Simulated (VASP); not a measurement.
**Ir: single point with PBEsol**

The system is Ir.

```
Ir
1.0
     2.82352    0.00000    0.00000
    -1.41176    2.44524    0.00000
     0.00000    0.00000    4.57780
Ir
2
Cartesian
  1.4118 0.8151 3.4333
  0.0000 1.6302 1.1444
```

```
Program             : VASP 6.6.1
Task                : single point
Functional          : PBEsol
Potentials or basis : VASP PAW PBE potentials, release 64 (Ir)
Cutoff              : 520 eV
k mesh              : 21 × 21 × 12
Occupations         : gaussian, width 0.15 eV
Spin                : collinear spin, ferromagnetic start
Starting moments    : [0.6, 0.6] μB
Fixed moment        : 1.2 μB
```

```json
{
  "Pressure": "-29.7 GPa",
  "Net moment": "1.20 μB per cell",
  "Site moments": "Ir +0.59 μB",
  "Valence electrons inside the program's atomic spheres": "Ir 8.05"
}
```

Stress tensor (GPa, compression positive):
```
-29.33   0.00   0.00
  0.00 -29.33   0.00
  0.00   0.00 -30.39
```

Wall time 9.6 min on 1 thread of Oxide Virtual Turin-like Processor, with other jobs on the host, peak memory 0.37 GiB.

Caveat: the PAW data sets were made with another functional, which shifts forces and pressure a little; the total moment is fixed, so each spin has its own Fermi level.
